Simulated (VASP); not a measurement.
Write the native input for VASP 6.6.1 that does the following.

| Item | Value |
| --- | --- |
| Task | single point |
| Functional | PBEsol |
| Potentials or basis | VASP PAW PBE potentials, release 64 (Ti_sv) |
| Cutoff | 520 eV |
| k mesh | 20 × 20 × 20 |
| Occupations | gaussian, width 0.15 eV |
| Spin | no spin polarisation |
| Dipole correction | no |
| Further INCAR settings | ALGO = Fast; EDIFF = 1e-07; NBANDS = 12 |

The structure of Ti lies in POSCAR:

```
Ti
1.0
    0.0000000000      2.0300000000      2.1112000000
    2.0300000000      0.0000000000      2.1112000000
    2.0300000000      2.0300000000      0.0000000000
Ti
1
Direct
    0.0000000000      0.0000000000      0.0000000000
```

This cell differs from its parent crystal: strain +0.0400 x Voigt [0, 0, 1, 0, 0, 0].

These files were run (other wordings do the same):

INCAR

```
SYSTEM = Ti
PREC = Accurate
ENCUT = 520
EDIFF = 1E-7
ISMEAR = 0
SIGMA = 0.15
LREAL = .False.
LASPH = .True.
NELM = 100
ALGO = Fast
ISIF = 2
LWAVE = .False.
LCHARG = .False.
GGA = PS
NBANDS = 12
```

KPOINTS

```
Automatic mesh
0
Gamma
  20 20 20
  0 0 0
```

Potentials or basis: VASP PAW PBE potentials, release 64 (Ti_sv).

Run with:

```console
$ cat potpaw_PBE.64/Ti_sv/POTCAR > POTCAR
$ mpirun -np 1 vasp_std > vasp.out
```

It gave:

The pressure is -4.7 GPa and the band gap on the k mesh is zero (band 6 reaches 8.84 eV, above the bottom of band 7 at 7.58 eV).

Caveat: the cell differs from its parent crystal (strain +0.0400 x Voigt [0, 0, 1, 0, 0, 0]); the PAW data sets were made with another functional, which shifts forces and pressure a little.

It took 2.9 min on 1 thread of Intel Xeon 6975P-C, on a shared host, peak memory 0.25 GiB.
